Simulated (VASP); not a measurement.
# CaGe2N3 (P3m1) in VASP: notebook, part 2 of 2

VASP 6.6.1. Earlier steps stand in the parts before.

### Step 4. Single point, PBE

Contents of INCAR:

```
SYSTEM = CaGe2N3
  PREC = Accurate
  ENCUT = 910
  EDIFF = 1E-6
  ISMEAR = 0
  SIGMA = 0.2
  LREAL = .FALSE.
  LASPH = .TRUE.
  NELM = 120
  ALGO = Normal
  ISIF = 2
  LWAVE = .FALSE.
  LCHARG = .FALSE.
  GGA = PE
  NBANDS = 36
  GGA_COMPAT = .FALSE.
```

Contents of KPOINTS:

```
Automatic mesh
0
G
  5 5 2
  0 0 0
```

Contents of POSCAR:

```
CaGe2N3
1.0
    3.4302384278      0.0000000000      0.0000000000
   -1.7151192139      2.9706736195      0.0000000000
    0.0000000000      0.0000000000      8.5274536501
Ca Ge N
1 2 3
Direct
    0.3333333333      0.6666666667      0.6634711028
    0.0000000000      0.0000000000      1.0117116678
    0.6666666667      0.3333333333      0.3326507824
    0.0000000000      0.0000000000      0.2442986188
    0.6666666667      0.3333333333      0.5392451211
    0.3333333333      0.6666666667      0.9586226970
```

Potentials or basis: VASP PAW PBE potentials, release 64 (Ca_sv, Ge_d, N_h).

Started as:

```
$ cat potpaw_PBE.64/Ca_sv/POTCAR potpaw_PBE.64/Ge_d/POTCAR potpaw_PBE.64/N_h/POTCAR > POTCAR
$ mpirun -np 1 vasp_std > vasp.out
```

OUTCAR:

```text
SYSTEM = CaGe2N3
   PREC = Accurate
   ENCUT = 910
   EDIFF = 1E-6
   ISMEAR = 0
   LREAL = .FALSE.
   LASPH = .TRUE.
   NELM = 120
   ISIF = 2
   GGA = PE

 ion  position               nearest neighbor table
   1  0.333  0.667  0.663-   5 2.25   5 2.25   5 2.25
   2  0.000  0.000  0.012-   4 1.98   6 2.03   6 2.03   6 2.03
   3  0.667  0.333  0.333-   5 1.76   4 2.12   4 2.12   4 2.12
   4  0.000  0.000  0.244-   2 1.98   3 2.12   3 2.12   3 2.12
   5  0.667  0.333  0.539-   3 1.76   1 2.25   1 2.25   1 2.25
   6  0.333  0.667  0.959-   2 2.03   2 2.03   2 2.03

  LATTYP: Found a hexagonal cell.
 ALAT       =     3.4302384278
 C/A-ratio  =     2.4859652848

  Lattice vectors:

 A1 = (   3.4302384278,   0.0000000000,   0.0000000000)
 A2 = (  -1.7151192139,   2.9706736195,   0.0000000000)
 A3 = (   0.0000000000,   0.0000000000,   8.5274536501)

Analysis of symmetry for initial positions (statically):
=====================================================================
 Subroutine PRICEL returns:
 Original cell was already a primitive cell.

 Routine SETGRP: Setting up the symmetry group for a
 hexagonal supercell.

 Subroutine GETGRP returns: Found  6 space group operations
 (whereof  6 operations were pure point group operations)
 out of a pool of 24 trial point group operations.

The static configuration has the point symmetry C_3v.

Analysis of symmetry for dynamics (positions and initial velocities):
=====================================================================
 Subroutine PRICEL returns:
 Original cell was already a primitive cell.

 Routine SETGRP: Setting up the symmetry group for a
 hexagonal supercell.

 Subroutine GETGRP returns: Found  6 space group operations
 (whereof  6 operations were pure point group operations)
 out of a pool of 24 trial point group operations.

The dynamic configuration has the point symmetry C_3v.

 Subroutine INISYM returns: Found  6 space group operations
 (whereof  6 operations are pure point group operations),
 and found     1 'primitive' translations

----------------------------------------------------------------------------------------

                                     Primitive cell

  volume of cell :      86.8958

  direct lattice vectors                    reciprocal lattice vectors
     3.430238428  0.000000000  0.000000000     0.291524925  0.168311994  0.000000000
    -1.715119214  2.970673619  0.000000000     0.000000000  0.336623988  0.000000000
     0.000000000  0.000000000  8.527453650     0.000000000  0.000000000  0.117268301

  length of vectors
     3.430238428  3.430238428  8.527453650     0.336623988  0.336623988  0.117268301

  position of ions in fractional coordinates (direct lattice)
     0.333333333  0.666666667  0.663471103
     0.000000000  0.000000000  0.011711668
     0.666666667  0.333333333  0.332650782
     0.000000000  0.000000000  0.244298619
     0.666666667  0.333333333  0.539245121
     0.333333333  0.666666667  0.958622697

  ion indices of the primitive-cell ions
   primitive index   ion index
                 1           1
                 2           2
                 3           3
                 4           4
[... 31 lines left out ...]
  0.000000  0.000000  0.000000      1.000000
  0.200000  0.000000  0.000000      6.000000
  0.400000  0.000000  0.000000      6.000000
  0.200000  0.200000  0.000000      6.000000
  0.400000  0.200000  0.000000      6.000000
  0.000000  0.000000  0.500000      1.000000
  0.200000  0.000000  0.500000      6.000000
  0.400000  0.000000  0.500000      6.000000
  0.200000  0.200000  0.500000      6.000000
  0.400000  0.200000  0.500000      6.000000
   k-points           NKPTS =     10   k-points in BZ     NKDIM =     10   number of bands    NBANDS=     36
   number of dos      NEDOS =    301   number of ions     NIONS =      6
   total plane-waves  NPLWV = 108864
   dimension x,y,z NGX =    36 NGY =   36 NGZ =   84
   dimension x,y,z NGXF=    72 NGYF=   72 NGZF=  168
   ions per type =               1   2   3
   NGX,Y,Z   is equivalent  to a cutoff of  17.45, 17.45, 16.38 a.u.
   NGXF,Y,Z  is equivalent  to a cutoff of  34.89, 34.89, 32.75 a.u.
 SYSTEM =  CaGe2N3
   PREC   = accura    normal or accurate (medium, high low for compatibility)
   ISTART =      0    job   : 0-new  1-cont  2-samecut
   ICHARG =      2    charge: 1-file 2-atom 10-const
   ISPIN  =      1    spin polarized calculation?
   LNONCOLLINEAR =      F non collinear calculations
   LSORBIT =      F    spin-orbit coupling
   LASPH  =      T    aspherical Exc in radial PAW
   ENCUT  =  910.0 eV  66.88 Ry    8.18 a.u.   8.44  8.44 20.97*2*pi/ulx,y,z
   NELM   =    120;   NELMIN=  2; NELMDL= -5     # of ELM steps
   EDIFF  = 0.1E-05   stopping-criterion for ELM
   LREAL  =      F    real-space projection
   EDIFFG = 0.1E-04   stopping-criterion for IOM
   NSW    =      0    number of steps for IOM
   IBRION =     -1    ionic relax: 0-MD 1-quasi-New 2-CG
   NFREE  =      0    steps in history (QN), initial steepest desc. (CG)
   ISIF   =      2    stress and relaxation
   ISYM   =      2    0-nonsym 1-usesym 2-fastsym
   POTIM  = 0.5000    time-step for ionic-motion
   TEBEG  =    0.0;   TEEND  =   0.0 temperature during run
   PSTRESS=    0.0 pullay stress
   NELECT =      53.0000    total number of electrons
   NUPDOWN=      -1.0000    fix difference up-down
   EMIN   =  10.00;   EMAX   =-10.00  energy-range for DOS
   EFERMI =   0.00;   METHOD = LEGACY
   ISMEAR =     0;   SIGMA  =   0.20  broadening in eV -4-tet -1-fermi 0-gaus
   EFERMI_NEDOS =   21; number of points for ismear=-14 and -15
   IALGO  =     38    algorithm
   IMIX   =      4    mixing-type and parameters
     AMIX     =   0.40;   BMIX     =  1.00
     AMIX_MAG =   1.60;   BMIX_MAG =  1.00
  volume/ion in A,a.u.               =      14.48        97.73
  Fermi-wavevector in a.u.,A,eV,Ry     =   1.388355  2.623611 26.225639  1.927530
  Thomas-Fermi vector in A             =   2.512489
   LORBIT       =      0    0 simple, 1 ext, 2 COOP (PROOUT), +10 PAW based schemes
   GGA     = PE    functional components
   LHFCALC =     F    Hartree Fock is set to
   AEXX    =    0.0000 exact exchange contribution
   IVDW    =     0    specifies the selected vdW correction
   LEPSILON=     F    determine dielectric tensor
   LRPA    =     F    only Hartree local field effects (RPA)
 non-spin polarized calculation
 Gauss-broadening in eV      SIGMA  =   0.20
  energy-cutoff  :      910.00
  volume of cell :       86.90
 maximum number of plane-waves:      5471
 NGX is ok and might be reduce to    36
   NGX = 17   NGY = 17   NGZ = 41

 number of electron      53.0000000 magnetization

 Free energy of the ion-electron system (eV)
  ---------------------------------------------------
  ext. energy  EPLUGINS =         0.00000000
  ---------------------------------------------------
  free energy    TOTEN  =       -36.25536243 eV

  energy without entropy =      -36.21630629  energy(sigma->0) =      -36.23583436

 E-fermi :   6.0060     XC(G=0): -10.5015

 val. band max:        5.9656867980   @ k =   0.4000   0.0000   0.0000
 cond. band min:       6.1232523925   @ k =   0.2000   0.0000   0.5000
 fundamental gap:      0.1575655945
 Fermi energy:         6.0059897653

 k-point     1 :       0.0000    0.0000    0.0000
  band No.  band energies     occupation
      1     -33.8075      2.00000
      2     -19.8568      2.00000
      3     -19.8517      2.00000
      4     -19.8517      2.00000
      5     -19.8053      2.00000
      6     -19.7710      2.00000
[... 379 lines left out ...]
     35      12.3460      0.00000
     36      12.4381      0.00000

------------------------ aborting loop because EDIFF is reached ----------------------------------------

  FORCE on cell =-STRESS in cart. coord.  units (eV):
  Direction    XX          YY          ZZ          XY          YZ          ZX
  --------------------------------------------------------------------------------------
  -------------------------------------------------------------------------------------
  Total       -0.1289402     -0.1289402     -0.2965224      0.0000000     -0.0000000      0.0000000
  in kB       -2.3773892     -2.3773892     -5.4672568      0.0000000     -0.0000000      0.0000000
  external PRESSURE =      -3.4073451 kB  Pullay stress =       0.0000000 kB

 VOLUME and BASIS-vectors are now :
 -----------------------------------------------------------------------------
  energy-cutoff  :      910.00
  volume of cell :       86.90
      direct lattice vectors                 reciprocal lattice vectors
     3.430238428  0.000000000  0.000000000     0.291524925  0.168311994  0.000000000
    -1.715119214  2.970673619  0.000000000     0.000000000  0.336623988  0.000000000
     0.000000000  0.000000000  8.527453650     0.000000000  0.000000000  0.117268301

 POSITION                                       TOTAL-FORCE (eV/Angst)
 -----------------------------------------------------------------------------------
     -0.00000      1.98045      5.65772        -0.000000      0.000000      0.031840
      0.00000      0.00000      0.09987         0.000000      0.000000      0.006818
      1.71512      0.99022      2.83666        -0.000000      0.000000      0.102760
      0.00000      0.00000      2.08325         0.000000      0.000000     -0.008325
      1.71512      0.99022      4.59839         0.000000     -0.000000     -0.132466
     -0.00000      1.98045      8.17461         0.000000     -0.000000     -0.000626
 -----------------------------------------------------------------------------------
    total drift:                                0.000000      0.000000     -0.000818

  FREE ENERGIE OF THE ION-ELECTRON SYSTEM (eV)
  ---------------------------------------------------
  free  energy   TOTEN  =       -36.2553624337 eV

  energy  without entropy=      -36.2163062852  energy(sigma->0) =      -36.23583436
```

Wall time 65 s (1 thread of Intel Xeon Platinum 8488C (Sapphire Rapids), shared host); peak memory 0.35 GiB.

What came out:

* Free energy: -36.2554 eV
* Pressure: -0.3 GPa
* Largest force: 0.132 eV/Å

Forces in eV/Å, atoms in the order of the input:
```
Ca   0.000  0.000  0.032
Ge   0.000  0.000  0.007
Ge   0.000  0.000  0.103
N    0.000  0.000 -0.008
N    0.000  0.000 -0.132
N    0.000  0.000 -0.001
```

Stress tensor (GPa, compression positive):
```
-0.24  0.00  0.00
 0.00 -0.24  0.00
 0.00  0.00 -0.55
```

Levels at points of the mesh, in eV from the Fermi level:
| k point | band 25 | band 26 | band 27 | band 28 | band 29 | band 30 |
| --- | --- | --- | --- | --- | --- | --- |
| (0.00, 0.00, 0.00) | -2.52 | -1.86 | -1.86 | -0.93 | 2.91 | 4.06 |
| (0.00, 0.00, 0.50) | -1.87 | -1.84 | -1.84 | -1.06 | 2.41 | 4.19 |

Caveat: the k points lie up to 0.42 Å⁻¹ apart; the cutoff is under 1.25 times the usual one of these potentials, so pressure, stress and relaxed cells hold a basis-set (Pulay) error.

### Step 5. Summary

```tsv
task	potentials or basis	cell	cutoff (eV)	second run	gap on the mesh (eV)	pressure (GPa)	largest force (eV/Å)
single point	VASP PAW PBE potentials, release 64 (Ca_sv, Ge_d, N)	a = 3.430, b = 3.430, c = 8.527 Å, angles 90.0, 90.0, 120.0°, 6 atoms	520	-	none	-0.2	0.11
relaxation of cell and atoms	VASP PAW PBE potentials, release 64 (Ca_sv, Ge_d, N)	relaxed from a = 3.812, b = 3.812, c = 9.265 Å, angles 90.0, 90.0, 120.0°, 6 atoms	600	-	none	0.1	0.07
single point	VASP PAW PBE potentials, release 64 (Ca_sv, Ge_d, N_h)	a = 3.430, b = 3.430, c = 8.527 Å, angles 90.0, 90.0, 120.0°, 6 atoms	910	hard_potentials	none	-0.3	0.13
```

Alike in all rows: level PBE; no spin polarisation; k mesh 5 × 5 × 2; smearing gaussian 0.2 eV.

Caveats: all runs use coarse meshes; the relaxation stopped at a loose force limit of 0.08 eV/Å, so its end isn't a converged minimum (some runs); the cutoff is under 1.25 times the usual one of these potentials, so pressure, stress and relaxed cells hold a basis-set (Pulay) error (some runs).

Absolute energies hang on the potentials; compare differences alone.
